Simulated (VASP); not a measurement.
LaMn3:

```xyz
4
Lattice="4.1647 0.0000 0.0000 0.0000 4.1647 0.0000 0.0000 0.0000 4.1647" Properties=species:S:1:pos:R:3 pbc="T T T"
La    0.0000    0.0000    0.0000
Mn    0.0000    2.0824    2.0824
Mn    2.0824    2.0824    0.0000
Mn    2.0824    0.0000    2.0824
```

Program: VASP 6.6.1. Alike in all runs: task single point; spin collinear, ferromagnetic start; cell as given; k mesh 8 × 8 × 8; cutoff (eV) 520; smearing gaussian 0.05 eV.

Q: Order these runs on this cell by their pressure, lowest first.
A. level PBE; potentials or basis VASP PAW PBE potentials, release 64 (La, Mn_pv)
B. level LDA; potentials or basis VASP PAW LDA potentials, release 64 (La, Mn_pv)
C. level PBEsol; potentials or basis VASP PAW PBE potentials, release 64 (La, Mn_pv)

A: B (-9.5 GPa), C (-4.6 GPa), A (0.1 GPa).

Caveats: the PAW data sets were made with another functional, which shifts forces and pressure a little (some runs).
